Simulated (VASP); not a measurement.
# BAs (F-43m) in VASP: settings compared, part 2 of 3

VASP 6.6.1.

## 3. Single point, RPBE+D3(BJ)

This run uses another cell than the first one, of 12.31 Å³/atom, 0.903 times its volume.

Contents of INCAR:

```
PREC = Accurate
ENCUT = 520
EDIFF = 1E-7
ISMEAR = -1
SIGMA = 0.05
LREAL = False
LASPH = True
NELM = 100
ALGO = Normal
ISIF = 2
LWAVE = False
LCHARG = False
GGA = RP
IVDW = 12
NBANDS = 11
```

Contents of KPOINTS:

```
Automatic mesh
0
Gamma
  10 10 10
```

Contents of POSCAR:

```
BAs
1.0
    0.0000000000      2.3087685351      2.3087685351
    2.3087685351      0.0000000000      2.3087685351
    2.3087685351      2.3087685351      0.0000000000
As B
1 1
Direct
    0.7500000000      0.7500000000      0.7500000000
    0.0000000000      0.0000000000      0.0000000000
```

Potentials or basis: VASP PAW PBE potentials, release 64 (As, B).

The run is started by

```console
$ cat potpaw_PBE.64/As/POTCAR potpaw_PBE.64/B/POTCAR > POTCAR
$ mpirun -np 1 vasp_std > vasp.out
```

OUTCAR:

```text
PREC = Accurate
   ENCUT = 520
   EDIFF = 1E-7
   ISMEAR = -1
   LREAL = False
   LASPH = True
   NELM = 100
   ISIF = 2
   GGA = RP
   IVDW = 12
 IVDW          = 12

 ion  position               nearest neighbor table
   1  0.750  0.750  0.750-   2 2.00   2 2.00   2 2.00   2 2.00
   2  0.000  0.000  0.000-   1 2.00   1 2.00   1 2.00   1 2.00

  LATTYP: Found a face centered cubic cell.
 ALAT       =     4.6175370702

  Lattice vectors:

 A1 = (   0.0000000000,   2.3087685351,   2.3087685351)
 A2 = (   2.3087685351,   0.0000000000,   2.3087685351)
 A3 = (   2.3087685351,   2.3087685351,   0.0000000000)

Analysis of symmetry for initial positions (statically):
=====================================================================
 Subroutine PRICEL returns:
 Original cell was already a primitive cell.

 Routine SETGRP: Setting up the symmetry group for a
 face centered cubic supercell.

 Subroutine GETGRP returns: Found 24 space group operations
 (whereof 24 operations were pure point group operations)
 out of a pool of 48 trial point group operations.

The static configuration has the point symmetry T_d .

Analysis of symmetry for dynamics (positions and initial velocities):
=====================================================================
 Subroutine PRICEL returns:
 Original cell was already a primitive cell.

 Routine SETGRP: Setting up the symmetry group for a
 face centered cubic supercell.

 Subroutine GETGRP returns: Found 24 space group operations
 (whereof 24 operations were pure point group operations)
 out of a pool of 48 trial point group operations.

The dynamic configuration has the point symmetry T_d .

 Subroutine INISYM returns: Found 24 space group operations
 (whereof 24 operations are pure point group operations),
 and found     1 'primitive' translations

----------------------------------------------------------------------------------------

                                     Primitive cell

  volume of cell :      24.6134

  direct lattice vectors                    reciprocal lattice vectors
     0.000000000  2.308768535  2.308768535    -0.216565668  0.216565668  0.216565668
     2.308768535  0.000000000  2.308768535     0.216565668 -0.216565668  0.216565668
     2.308768535  2.308768535  0.000000000     0.216565668  0.216565668 -0.216565668

  length of vectors
     3.265091775  3.265091775  3.265091775     0.375102740  0.375102740  0.375102740

  position of ions in fractional coordinates (direct lattice)
     0.750000000  0.750000000  0.750000000
     0.000000000  0.000000000  0.000000000

  ion indices of the primitive-cell ions
   primitive index   ion index
                 1           1
                 2           2

----------------------------------------------------------------------------------------

 KPOINTS: Automatic mesh

Automatic generation of k-mesh.
 Grid dimensions read from file:
 generate k-points for:   10   10   10

 Generating k-lattice:

  Cartesian coordinates                     Fractional coordinates (reciprocal lattice)
    -0.021656567  0.021656567  0.021656567     0.100000000  0.000000000  0.000000000
     0.021656567 -0.021656567  0.021656567     0.000000000  0.100000000  0.000000000
     0.021656567  0.021656567 -0.021656567     0.000000000  0.000000000  0.100000000

  Length of vectors
     0.037510274  0.037510274  0.037510274

  Shift w.r.t. Gamma in fractional coordinates (k-lattice)
     0.000000000  0.000000000  0.000000000

 Subroutine IBZKPT returns following result:
 ===========================================

 Found     47 irreducible k-points:

 Following reciprocal coordinates:
            Coordinates               Weight
  0.000000  0.000000  0.000000      1.000000
  0.100000  0.000000  0.000000      8.000000
  0.200000  0.000000  0.000000      8.000000
  0.300000  0.000000  0.000000      8.000000
  0.400000  0.000000  0.000000      8.000000
  0.500000  0.000000  0.000000      4.000000
[... 16 lines left out ...]
  0.300000  0.300000  0.000000      6.000000
  0.400000  0.300000  0.000000     24.000000
 [... further k-points ...]
   k-points           NKPTS =     47   k-points in BZ     NKDIM =     47   number of bands    NBANDS=     11
   number of dos      NEDOS =    301   number of ions     NIONS =      2
   total plane-waves  NPLWV =  13824
   dimension x,y,z NGX =    24 NGY =   24 NGZ =   24
   dimension x,y,z NGXF=    48 NGYF=   48 NGZF=   48
   ions per type =               1   1
   NGX,Y,Z   is equivalent  to a cutoff of  12.22, 12.22, 12.22 a.u.
   NGXF,Y,Z  is equivalent  to a cutoff of  24.44, 24.44, 24.44 a.u.
 SYSTEM =  unknown system
   PREC   = accura    normal or accurate (medium, high low for compatibility)
   ISTART =      0    job   : 0-new  1-cont  2-samecut
   ICHARG =      2    charge: 1-file 2-atom 10-const
   ISPIN  =      1    spin polarized calculation?
   LNONCOLLINEAR =      F non collinear calculations
   LSORBIT =      F    spin-orbit coupling
   LASPH  =      T    aspherical Exc in radial PAW
   ENCUT  =  520.0 eV  38.22 Ry    6.18 a.u.   6.07  6.07  6.07*2*pi/ulx,y,z
   NELM   =    100;   NELMIN=  2; NELMDL= -5     # of ELM steps
   EDIFF  = 0.1E-06   stopping-criterion for ELM
   LREAL  =      F    real-space projection
   EDIFFG = 0.1E-05   stopping-criterion for IOM
   NSW    =      0    number of steps for IOM
   IBRION =     -1    ionic relax: 0-MD 1-quasi-New 2-CG
   NFREE  =      0    steps in history (QN), initial steepest desc. (CG)
   ISIF   =      2    stress and relaxation
   ISYM   =      2    0-nonsym 1-usesym 2-fastsym
   POTIM  = 0.5000    time-step for ionic-motion
   TEBEG  =    0.0;   TEEND  =   0.0 temperature during run
   PSTRESS=    0.0 pullay stress
   NELECT =       8.0000    total number of electrons
   NUPDOWN=      -1.0000    fix difference up-down
   EMIN   =  10.00;   EMAX   =-10.00  energy-range for DOS
   EFERMI =   0.00;   METHOD = LEGACY
   ISMEAR =    -1;   SIGMA  =   0.05  broadening in eV -4-tet -1-fermi 0-gaus
   EFERMI_NEDOS =   21; number of points for ismear=-14 and -15
   IALGO  =     38    algorithm
   IMIX   =      4    mixing-type and parameters
     AMIX     =   0.40;   BMIX     =  1.00
     AMIX_MAG =   1.60;   BMIX_MAG =  1.00
  volume/ion in A,a.u.               =      12.31        83.05
  Fermi-wavevector in a.u.,A,eV,Ry     =   1.125592  2.127061 17.238009  1.266958
  Thomas-Fermi vector in A             =   2.262270
   LORBIT       =      0    0 simple, 1 ext, 2 COOP (PROOUT), +10 PAW based schemes
   GGA     = RP    functional components
   LHFCALC =     F    Hartree Fock is set to
   AEXX    =    0.0000 exact exchange contribution
   IVDW    =    12    specifies the selected vdW correction
   LEPSILON=     F    determine dielectric tensor
   LRPA    =     F    only Hartree local field effects (RPA)
 non-spin polarized calculation
  energy-cutoff  :      520.00
  volume of cell :       24.61
 maximum number of plane-waves:       678
   NGX = 13   NGY = 13   NGZ = 13

 number of electron       7.9999999 magnetization

 Free energy of the ion-electron system (eV)
  ---------------------------------------------------
  ext. energy  EPLUGINS =         0.00000000
  ---------------------------------------------------
  free energy    TOTEN  =       -10.48653993 eV

  energy without entropy =      -10.48653973  energy(sigma->0) =      -10.48653983

 E-fermi :   7.9305     XC(G=0): -10.9603

 val. band max:        7.4060651746   @ k =   0.0000   0.0000   0.0000
 cond. band min:       8.4898315897   @ k =   0.4000   0.4000   0.0000
 fundamental gap:      1.0837664151
 Fermi energy:         7.9304616458

 k-point     1 :       0.0000    0.0000    0.0000
  band No.  band energies     occupation
      1      -8.9768      2.00000
      2       7.4061      1.99994
      3       7.4061      1.99994
      4       7.4061      1.99994
      5      10.8157      0.00000
      6      10.8157      0.00000
      7      10.8157      0.00000
      8      13.4418      0.00000
      9      17.6495      0.00000
     10      20.7122      0.00000
     11      20.7122      0.00000
[... 309 lines left out ...]
 k-point    24 :       0.4000    0.3000    0.0000
  band No.  band energies     occupation
      1      -6.0430      2.00000
      2       0.6427      2.00000
      3       2.9847      2.00000
      4       3.5283      2.00000
      5       9.0613      0.00000
      6      10.8378      0.00000
      7      17.0315      0.00000
      8      17.1842      0.00000
      9      20.4669      0.00000
     10      23.9164      0.00000
     11      24.6683      0.00000

 [... further k-points ...]

------------------------ aborting loop because EDIFF is reached ----------------------------------------

 Edisp (eV)   -2.80726

 E8    (eV) :    -1.6169

  FORCE on cell =-STRESS in cart. coord.  units (eV):
  Direction    XX          YY          ZZ          XY          YZ          ZX
  --------------------------------------------------------------------------------------
  -------------------------------------------------------------------------------------
  Total       0.14605     0.14605     0.14605     0.00000     0.00000     0.00000
  in kB       9.50700     9.50700     9.50700     0.00000     0.00000     0.00000
  external pressure =        9.51 kB  Pullay stress =        0.00 kB

 VOLUME and BASIS-vectors are now :
 -----------------------------------------------------------------------------
  energy-cutoff  :      520.00
  volume of cell :       24.61
      direct lattice vectors                 reciprocal lattice vectors
     0.000000000  2.308768535  2.308768535    -0.216565668  0.216565668  0.216565668
     2.308768535  0.000000000  2.308768535     0.216565668 -0.216565668  0.216565668
     2.308768535  2.308768535  0.000000000     0.216565668  0.216565668 -0.216565668

 POSITION                                       TOTAL-FORCE (eV/Angst)
 -----------------------------------------------------------------------------------
      3.46315      3.46315      3.46315         0.000000     -0.000000      0.000000
      0.00000      0.00000      0.00000        -0.000000      0.000000     -0.000000
 -----------------------------------------------------------------------------------
    total drift:                               -0.000000     -0.000000     -0.000000

  FREE ENERGIE OF THE ION-ELECTRON SYSTEM (eV)
  ---------------------------------------------------
  free  energy   TOTEN  =       -13.2937956293 eV

  energy  without entropy=      -13.2937954275  energy(sigma->0) =      -13.29379553
```

OSZICAR:

```text
N       E                     dE             d eps       ncg     rms          rms(c)
DAV:   1     0.129676749057E+02    0.12968E+02   -0.39217E+03  1042   0.651E+02
DAV:   2    -0.106443477807E+02   -0.23612E+02   -0.22767E+02  1367   0.108E+02
DAV:   3    -0.112828414022E+02   -0.63849E+00   -0.63698E+00  1306   0.162E+01
DAV:   4    -0.112842795822E+02   -0.14382E-02   -0.14381E-02  1151   0.866E-01
DAV:   5    -0.112842814245E+02   -0.18423E-05   -0.18427E-05  1245   0.333E-02    0.579E+00
DAV:   6    -0.105678095139E+02    0.71647E+00   -0.17682E+00  1121   0.573E+00    0.287E+00
DAV:   7    -0.104897246034E+02    0.78085E-01   -0.29752E-01  1216   0.262E+00    0.111E+00
DAV:   8    -0.104857478428E+02    0.39768E-02   -0.21551E-02  1151   0.913E-01    0.107E-01
DAV:   9    -0.104862809154E+02   -0.53307E-03   -0.86253E-04  1211   0.177E-01    0.641E-02
DAV:  10    -0.104865328396E+02   -0.25192E-03   -0.36385E-04  1123   0.122E-01    0.143E-02
DAV:  11    -0.104865393180E+02   -0.64784E-05   -0.84637E-06  1249   0.202E-02    0.119E-02
DAV:  12    -0.104865398478E+02   -0.52987E-06   -0.45666E-06  1133   0.135E-02    0.488E-03
DAV:  13    -0.104865399272E+02   -0.79324E-07   -0.98028E-08  1179   0.208E-03
   1 F= -.13293796E+02 E0= -.13293796E+02  d E =-.201842E-06
```

stdout:

```text
POSCAR found type information on POSCAR AsB
 POSCAR found :  2 types and       2 ions
 scaLAPACK will be used
 -----------------------------------------------------------------------------
|                                                                             |
|                                                                             |
|     You enforced a specific xc type in the INCAR file but a different       |
|     I HOPE YOU KNOW WHAT YOU ARE DOING!                                     |
|                                                                             |
 -----------------------------------------------------------------------------

 LDA part: xc-table for (Slater+PW92), standard interpolation
 POSCAR, INCAR and KPOINTS ok, starting setup
 FFT: planning ... GRIDC
 FFT: planning ... GRID_SOFT
 FFT: planning ... GRID
 WAVECAR not read
 entering main loop
```

Wall time 6.3 s (1 thread of Intel Xeon Platinum 8375C at 2.90GHz (Ice Lake), shared host); peak memory 0.15 GiB.

What came out:

```
Free energy                : -13.2938 eV
Pressure                   : 1.0 GPa
Band gap on the k mesh     : 1.08 eV, indirect (least direct gap 3.41 eV)
Dispersion energy per atom : -1.404 eV
```

Caveat: the PAW data sets were made with another functional, which shifts forces and pressure a little. RPBE gaps usually lie below the measured ones, often by a third to a half.

## 4. Single point, PBEsol+D3(BJ)

This run uses another cell than the first one, of 13.24 Å³/atom, 0.971 times its volume.

Contents of INCAR:

```
PREC = Accurate ; ENCUT = 520
EDIFF = 1E-6 ; ISMEAR = -1
SIGMA = 0.05 ; LREAL = False
LASPH = True ; NELM = 60
ALGO = Normal ; ISIF = 2
LWAVE = False ; LCHARG = False
GGA = PS ; IVDW = 12
NBANDS = 11
```

Contents of KPOINTS:

```
regular mesh
0
Gamma
  10 10 10
```

Contents of POSCAR:

```
BAs
1.0
    0.0000000000      2.3655283669      2.3655283669
    2.3655283669      0.0000000000      2.3655283669
    2.3655283669      2.3655283669      0.0000000000
As B
1 1
Direct
    0.7500000000      0.7500000000      0.7500000000
    0.0000000000      0.0000000000      0.0000000000
```

The run is started by

```console
$ cat potpaw_PBE.64/As/POTCAR potpaw_PBE.64/B/POTCAR > POTCAR
$ mpirun -np 1 vasp_std > vasp.out
```

It took 11 s on 1 thread of Intel Xeon Platinum 8375C at 2.90GHz (Ice Lake), shared host; peak memory 0.17 GiB.

The run converged. Its results:

| Property | Result |
| --- | --- |
| Free energy | -12.7571 eV |
| Pressure | 1.0 GPa |
| Band gap on the k mesh | 1.05 eV, indirect (least direct gap 3.28 eV) |
| Dispersion energy per atom | -0.282 eV |

Levels at points of the mesh, in eV from the valence-band top:
```csv
k point,band 1,band 2,band 3,band 4,band 5,band 6,band 7,band 8,band 9
"(0.00, 0.00, 0.00)",-15.71,0.00,0.00,0.00,3.28,3.28,3.28,5.05,9.49
"(0.50, 0.00, 0.00)",-12.71,-9.05,-1.88,-1.88,2.83,4.76,4.76,8.76,12.77
"(0.50, 0.50, 0.00)",-11.36,-8.70,-4.23,-4.23,1.28,1.30,11.62,11.62,13.04
```

Caveat: the PAW data sets were made with another functional, which shifts forces and pressure a little.

(Continued in part 3 of 3.)
